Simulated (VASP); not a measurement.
Here is a VASP 6.6.1 calculation.

INCAR

```
ALGO = Normal ; DIPOL = 0.5 0.5 0.413
EDIFF = 1E-7 ; ENCUT = 520
GGA = PE ; IDIPOL = 3
ISIF = 2 ; ISMEAR = 0
IVDW = 12 ; LASPH = T
LCHARG = F ; LDIPOL = T
LREAL = F ; LWAVE = F
NBANDS = 16 ; NELM = 80
PREC = Accurate ; SIGMA = 0.1
```

File KPOINTS:

```
k-points
0
Gamma
  9 9 1
```

The input POSCAR:

```
Si
1.0
    3.8475254748      0.0000000000      0.0000000000
   -1.9237627374      3.3320548028      0.0000000000
    0.0000000000      0.0000000000     18.4415958287
Si
4
Direct
    0.3333333333      0.6666666667      0.2695427207
    0.6666666667      0.3333333333      0.2440135898
    1.3333333333     -0.3333333333      0.5824656352
    1.0000000000      0.0000000000      0.5569365043
```

Potentials or basis: VASP PAW PBE potentials, release 64 (Si).

Command:

```console
$ cat potpaw_PBE.64/Si/POTCAR > POTCAR
$ mpirun -np 1 vasp_std > vasp.out
```

(1) What does it give for the dispersion energy per atom?

(2) What does it give for the largest force?

## Answers

(1) -0.210 eV.

(2) 0.039 eV/Å.
